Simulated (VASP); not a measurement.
# ZnCd2Te3 (Cmmm) in VASP: single point with r2SCAN+rVV10

Aim: the single point of ZnCd2Te3 with r2SCAN+rVV10.

All numbers are computed with VASP 6.6.1; they aren't measurements. Logs are shortened: lines on timing, memory, paths and dates and some standing lists are left out, and cuts for length are marked.

### 1 The cell of the first run

The structure is orthorhombic, space group Cmmm (No. 65). Conventional cell: a = 5.476 Å, b = 16.714 Å, c = 4.074 Å, α = 90.00°, β = 90.00°, γ = 90.00°. Zn (site symmetry mmm) has 8 Te at 3.41 to 3.63 Å and 2 Zn at 4.07 Å within 4.5 Å. Cd (site symmetry 2/m) has 2 Cd at 2.74 Å and 4 Te at 3.04 Å within 3.6 Å. Within 4.1 Å of Te (site symmetry m2m) lie 4 Cd at 3.04 Å and 4 Te at 3.13 to 4.07 Å and 2 Zn at 3.63 Å. Within 4.1 Å of Te (site symmetry mmm) lie 6 Te at 3.13 to 4.07 Å and 4 Zn at 3.41 Å.

### 2 Single point, r2SCAN+rVV10

POSCAR reads:

```
ZnCd2Te3
1.0
    2.7381725464     -8.3570576699      0.0000000000
    2.7381725464      8.3570576699      0.0000000000
    0.0000000000      0.0000000000      4.0737630491
Zn Cd Te
1 2 3
Direct
    0.0000000000      0.0000000000      0.0000000000
    0.5000000000      0.0000000000      0.5000000000
    0.0000000000      0.5000000000      0.5000000000
    0.6423390211      0.3576609789      0.0000000000
    0.3576609789      0.6423390211      0.0000000000
    0.5000000000      0.5000000000      0.5000000000
```

INCAR.step1 reads:

```
SYSTEM = ZnCd2Te3
  PREC = Accurate
  ENCUT = 550
  ISMEAR = -1
  SIGMA = 0.03
  LREAL = .FALSE.
  LASPH = .TRUE.
  NELM = 120
  NBANDS = 36
  GGA = PE
  ALGO = Normal
  EDIFF = 1E-5
  LWAVE = .TRUE.
  LCHARG = .FALSE.
  GGA_COMPAT = .FALSE.
```

INCAR.step2 reads:

```
SYSTEM = ZnCd2Te3
  PREC = Accurate
  ENCUT = 550
  EDIFF = 1E-6
  ISMEAR = -1
  SIGMA = 0.03
  LREAL = .FALSE.
  LASPH = .TRUE.
  NELM = 120
  ALGO = Normal
  ISIF = 2
  LWAVE = .FALSE.
  LCHARG = .TRUE.
  METAGGA = R2SCAN
  LMIXTAU = .TRUE.
  LUSE_VDW = .TRUE.
  IVDW_NL = 2
  BPARAM = 11.95
  CPARAM = 0.0093
  LELF = .TRUE.
  LVHAR = .TRUE.
  NBANDS = 36
  ISTART = 1
  GGA_COMPAT = .FALSE.
```

KPOINTS reads:

```
regular mesh
0
G
  6 6 8
  0 0 0
```

Potentials or basis: VASP PAW PBE potentials, release 64 (Zn, Cd, Te).

Launch:

```console
> cat potpaw_PBE.64/Zn/POTCAR potpaw_PBE.64/Cd/POTCAR potpaw_PBE.64/Te/POTCAR > POTCAR
> cp INCAR.step1 INCAR
> mpirun -np 1 vasp_std > vasp.out
> cp INCAR.step2 INCAR
> mpirun -np 1 vasp_std > vasp.out
```

OUTCAR:

```text
SYSTEM = ZnCd2Te3
   PREC = Accurate
   ENCUT = 550
   EDIFF = 1E-6
   ISMEAR = -1
   LREAL = .FALSE.
   LASPH = .TRUE.
   NELM = 120
   ISIF = 2
   METAGGA = R2SCAN
   IVDW_NL = 2
   BPARAM = 11.95
   ISTART = 1

 ion  position               nearest neighbor table
   1  0.000  0.000  0.000-
   2  0.500  0.000  0.500-   3 2.74   3 2.74   5 3.04   4 3.04   5 3.04   4 3.04
   3  0.000  0.500  0.500-   2 2.74   2 2.74   5 3.04   4 3.04   5 3.04   4 3.04
   4  0.642  0.358  0.000-   2 3.04   3 3.04   2 3.04   3 3.04   6 3.13   6 3.13
   5  0.358  0.642  0.000-   2 3.04   3 3.04   2 3.04   3 3.04   6 3.13   6 3.13
   6  0.500  0.500  0.500-   4 3.13   5 3.13   4 3.13   5 3.13

  LATTYP: Found a base centered orthorhombic cell.
 ALAT       =     5.4763450928
 B/A-ratio  =     3.0520566284
 C/A-ratio  =     0.7438835537

  Lattice vectors:

 A1 = (   2.7381725464,  -8.3570576699,   0.0000000000)
 A2 = (   2.7381725464,   8.3570576699,   0.0000000000)
 A3 = (   0.0000000000,   0.0000000000,   4.0737630491)

Analysis of symmetry for initial positions (statically):
=====================================================================
 Subroutine PRICEL returns:
 Original cell was already a primitive cell.

 Routine SETGRP: Setting up the symmetry group for a
 base centered orthorhombic supercell.

 Subroutine GETGRP returns: Found  8 space group operations
 (whereof  8 operations were pure point group operations)
 out of a pool of  8 trial point group operations.

The static configuration has the point symmetry D_2h.

Analysis of symmetry for dynamics (positions and initial velocities):
=====================================================================
 Subroutine PRICEL returns:
 Original cell was already a primitive cell.

 Routine SETGRP: Setting up the symmetry group for a
 base centered orthorhombic supercell.

 Subroutine GETGRP returns: Found  8 space group operations
 (whereof  8 operations were pure point group operations)
 out of a pool of  8 trial point group operations.

The dynamic configuration has the point symmetry D_2h.

 Subroutine INISYM returns: Found  8 space group operations
 (whereof  8 operations are pure point group operations),
 and found     1 'primitive' translations

----------------------------------------------------------------------------------------

                                     Primitive cell
[... 101 lines left out ...]
   EDIFFG = 0.1E-04   stopping-criterion for IOM
   NSW    =      0    number of steps for IOM
   IBRION =     -1    ionic relax: 0-MD 1-quasi-New 2-CG
   NFREE  =      0    steps in history (QN), initial steepest desc. (CG)
   ISIF   =      2    stress and relaxation
   ISYM   =      2    0-nonsym 1-usesym 2-fastsym
   POTIM  = 0.5000    time-step for ionic-motion
   TEBEG  =    0.0;   TEEND  =   0.0 temperature during run
   PSTRESS=    0.0 pullay stress
   NELECT =      54.0000    total number of electrons
   NUPDOWN=      -1.0000    fix difference up-down
   EMIN   =  10.00;   EMAX   =-10.00  energy-range for DOS
   EFERMI =   0.00;   METHOD = LEGACY
   ISMEAR =    -1;   SIGMA  =   0.03  broadening in eV -4-tet -1-fermi 0-gaus
   EFERMI_NEDOS =   21; number of points for ismear=-14 and -15
   IALGO  =     38    algorithm
   IMIX   =      4    mixing-type and parameters
     AMIX     =   0.40;   BMIX     =  1.00
     AMIX_MAG =   1.60;   BMIX_MAG =  1.00
  volume/ion in A,a.u.               =      31.07       209.69
  Fermi-wavevector in a.u.,A,eV,Ry     =   1.083160  2.046876 15.962850  1.173236
  Thomas-Fermi vector in A             =   2.219220
   LORBIT       =      0    0 simple, 1 ext, 2 COOP (PROOUT), +10 PAW based schemes
   METAGGA = R2SCAN    functional components
   LHFCALC =     F    Hartree Fock is set to
   AEXX    =    0.0000 exact exchange contribution
   IVDW_NL    =     2    kernel type
   BPARAM     =11.9500
   IVDW    =     0    specifies the selected vdW correction
   LEPSILON=     F    determine dielectric tensor
   LRPA    =     F    only Hartree local field effects (RPA)
 non-spin polarized calculation
  energy-cutoff  :      550.00
  volume of cell :      186.44
 maximum number of plane-waves:      5496
 NGX is ok and might be reduce to    70
   NGX = 33   NGY = 33   NGZ = 15

 number of electron      53.9999985 magnetization

 Free energy of the ion-electron system (eV)
  ---------------------------------------------------
  ext. energy  EPLUGINS =         0.00000000
  ---------------------------------------------------
  free energy    TOTEN  =      -122.33454016 eV

  energy without entropy =     -122.32395176  energy(sigma->0) =     -122.32924596

 E-fermi :   3.4132     XC(G=0):  -9.5984

 val. band max:        3.3965491417   @ k =   0.3333   0.3333   0.2500
 cond. band min:       3.4151922504   @ k =   0.1667   0.0000   0.0000
 fundamental gap:      0.0186431087
 Fermi energy:         3.4132486889

 k-point     1 :       0.0000    0.0000    0.0000
  band No.  band energies     occupation
      1      -9.8949      2.00000
      2      -8.5169      2.00000
      3      -7.5200      2.00000
      4      -7.0012      2.00000
      5      -6.4003      2.00000
      6      -6.1424      2.00000
[... 925 lines left out ...]
     35       8.8375      0.00000
     36       9.3558      0.00000

 [... further k-points ...]

------------------------ aborting loop because EDIFF is reached ----------------------------------------

  FORCE on cell =-STRESS in cart. coord.  units (eV):
  Direction    XX          YY          ZZ          XY          YZ          ZX
  --------------------------------------------------------------------------------------
  -------------------------------------------------------------------------------------
  Total        0.1813769      0.2121998      0.4955931     -0.0000000      0.0000000      0.0000000
  in kB        1.5586640      1.8235413      4.2588849     -0.0000000      0.0000000      0.0000000
  external PRESSURE =       2.5470301 kB  Pullay stress =       0.0000000 kB

 VOLUME and BASIS-vectors are now :
 -----------------------------------------------------------------------------
  energy-cutoff  :      550.00
  volume of cell :      186.44
      direct lattice vectors                 reciprocal lattice vectors
     2.738172546 -8.357057670  0.000000000     0.182603540 -0.059829670  0.000000000
     2.738172546  8.357057670  0.000000000     0.182603540  0.059829670  0.000000000
     0.000000000  0.000000000  4.073763049     0.000000000  0.000000000  0.245473285

 POSITION                                       TOTAL-FORCE (eV/Angst)
 -----------------------------------------------------------------------------------
      0.00000      0.00000      0.00000         0.000000      0.000000      0.000000
      1.36909     -4.17853      2.03688         0.000000      0.000000      0.000000
      1.36909      4.17853      2.03688         0.000000      0.000000      0.000000
      2.73817     -2.37907      0.00000         0.000000     -0.006905      0.000000
      2.73817      2.37907      0.00000         0.000000      0.006905      0.000000
      2.73817      0.00000      2.03688        -0.000000      0.000000      0.000000
 -----------------------------------------------------------------------------------
    total drift:                                0.000000     -0.000000      0.000000

  FREE ENERGIE OF THE ION-ELECTRON SYSTEM (eV)
  ---------------------------------------------------
  free  energy   TOTEN  =      -122.3345401609 eV

  energy  without entropy=     -122.3239517609  energy(sigma->0) =     -122.32924596
```

OUTCAR.step1:

```text
SYSTEM = ZnCd2Te3
   PREC = Accurate
   ENCUT = 550
   ISMEAR = -1
   LREAL = .FALSE.
   LASPH = .TRUE.
[... 1174 lines left out ...]
      2.73817     -2.37907      0.00000        -0.000000      0.176483      0.000000
      2.73817      2.37907      0.00000        -0.000000     -0.176483     -0.000000
      2.73817      0.00000      2.03688        -0.000000      0.000000      0.000000
 -----------------------------------------------------------------------------------
    total drift:                                0.000000     -0.000000      0.000000

  FREE ENERGIE OF THE ION-ELECTRON SYSTEM (eV)
  ---------------------------------------------------
  free  energy   TOTEN  =       -10.9680964623 eV

  energy  without entropy=      -10.9578091445  energy(sigma->0) =      -10.96295280
```

OSZICAR.step1:

```text
N       E                     dE             d eps       ncg     rms          rms(c)
DAV:   1     0.380398231418E+03    0.38040E+03   -0.24616E+04  4680   0.146E+03
DAV:   2     0.190822655634E+02   -0.36132E+03   -0.34957E+03  4804   0.343E+02
DAV:   3    -0.106069988834E+02   -0.29689E+02   -0.29185E+02  5604   0.989E+01
DAV:   4    -0.113947883094E+02   -0.78779E+00   -0.78504E+00  5360   0.138E+01
DAV:   5    -0.114118069776E+02   -0.17019E-01   -0.17017E-01  5972   0.202E+00    0.128E+01
DAV:   6    -0.109803237253E+02    0.43148E+00   -0.12890E+00  5116   0.846E+00    0.874E+00
DAV:   7    -0.109699939204E+02    0.10330E-01   -0.24762E-01  5100   0.230E+00    0.200E+00
DAV:   8    -0.109681518524E+02    0.18421E-02   -0.28871E-02  5120   0.978E-01    0.565E-01
DAV:   9    -0.109679281635E+02    0.22369E-03   -0.29947E-03  5248   0.233E-01    0.338E-01
DAV:  10    -0.109680646847E+02   -0.13652E-03   -0.53525E-04  5056   0.102E-01    0.588E-02
DAV:  11    -0.109680892150E+02   -0.24530E-04   -0.70332E-05  4880   0.420E-02    0.365E-02
DAV:  12    -0.109680964623E+02   -0.72472E-05   -0.13974E-05  3936   0.220E-02
   1 F= -.10968096E+02 E0= -.10962953E+02  d E =-.102873E-01
```

Wall time 29 min (1 thread of Intel Xeon 6975P-C (Granite Rapids), shared host); peak memory 1.3 GiB.

What came out:

```yaml
Free_energy: -122.3345 eV
Pressure: 0.3 GPa
Largest_force: 0.007 eV/Å
Band_gap_on_the_k_mesh: zero (bands 27 and 28 overlap by 1.36 eV)
```

Forces on the atoms (eV/Å):
```
Zn   0.000  0.000  0.000
Cd   0.000  0.000  0.000
Cd   0.000  0.000  0.000
Te   0.000 -0.007  0.000
Te   0.000  0.007  0.000
Te   0.000  0.000  0.000
```

Stress tensor (GPa, compression positive):
```
0.16 0.00 0.00
0.00 0.18 0.00
0.00 0.00 0.43
```

Levels at points of the mesh, in eV from the Fermi level:
| k point | band 23 | band 24 | band 25 | band 26 | band 27 | band 28 | band 29 | band 30 | band 31 | band 32 |
| --- | --- | --- | --- | --- | --- | --- | --- | --- | --- | --- |
| (0.00, 0.00, 0.00) | -2.94 | -2.23 | -0.98 | -0.86 | -0.33 | -0.03 | 0.97 | 1.25 | 3.19 | 3.59 |
| (0.50, 0.00, 0.00) | -2.51 | -2.30 | -1.33 | -0.11 | 0.60 | 1.28 | 1.38 | 2.67 | 3.40 | 3.60 |
| (0.50, 0.50, 0.00) | -2.36 | -1.94 | -1.77 | -1.64 | -1.49 | 0.43 | 1.05 | 2.02 | 3.56 | 3.68 |
| (0.00, 0.00, 0.50) | -1.67 | -1.66 | -1.64 | -1.25 | -0.78 | 0.53 | 0.77 | 1.31 | 1.48 | 2.11 |
| (0.50, 0.00, 0.50) | -2.89 | -2.46 | -2.42 | -2.37 | -0.59 | -0.28 | 0.68 | 1.18 | 3.96 | 4.51 |
| (0.50, 0.50, 0.50) | -2.79 | -2.63 | -1.67 | -1.29 | -0.53 | 0.78 | 1.62 | 1.68 | 2.34 | 2.56 |

Caveat: the PAW data sets were made with another functional, which shifts forces and pressure a little; spin-orbit coupling is left out, which moves the levels of the heavy elements.
